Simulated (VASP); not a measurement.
Wanted: the native input for a VASP 6.6.1 run.

```
Task                   : single point
Functional             : revPBE
Dispersion             : D3(BJ)
Potentials or basis    : VASP PAW PBE potentials, release 64 (Ru_pv)
Cutoff                 : 520 eV
k mesh                 : 11 × 11 × 6
Occupations            : fermi-dirac, width 0.05 eV
Spin                   : no spin polarisation
Dipole correction      : no
Further INCAR settings : ALGO = Normal; EDIFF = 1e-06; NBANDS = 21
```

The structure of Ru lies in POSCAR:

```
Ru
1.0
    2.7414067149      0.0000000000      0.0000000000
   -1.3707033574      2.3741278572      0.0000000000
    0.0000000000      0.0000000000      4.3382472512
Ru
2
Direct
    0.6666666667      0.3333333333      0.7500000000
    0.3333333333      0.6666666667      0.2500000000
```

One way to write it, as run:

INCAR

```
SYSTEM = Ru
PREC = Accurate
ENCUT = 520
EDIFF = 1E-6
ISMEAR = -1
SIGMA = 0.05
LREAL = .False.
LASPH = .True.
NELM = 100
ALGO = Normal
ISIF = 2
LWAVE = .False.
LCHARG = .True.
GGA = RE
IVDW = 12
LELF = .True.
LVHAR = .True.
NBANDS = 21
```

KPOINTS

```
Automatic mesh
0
Gamma
  11 11 6
  0 0 0
```

Potentials or basis: VASP PAW PBE potentials, release 64 (Ru_pv).

Run with:

```console
$ cat potpaw_PBE.64/Ru_pv/POTCAR > POTCAR
$ mpirun -np 1 vasp_std > vasp.out
```

Results of the run:

```json
{
  "Pressure": "-17.9 GPa",
  "Band gap on the k mesh": "zero (band 14 reaches 13.59 eV, above the bottom of band 15 at 10.71 eV)",
  "Dispersion energy per atom": "-1.134 eV"
}
```

Caveat: the PAW data sets were made with another functional, which shifts forces and pressure a little; pairwise dispersion overbinds metals, which lowers pressure and volume.

Wall time 39 s on 1 thread of Intel(R) Xeon(R) Platinum 8259CL CPU @ 2.50GHz (Skylake/Cascade Lake), with other jobs on the host, peak memory 0.16 GiB.
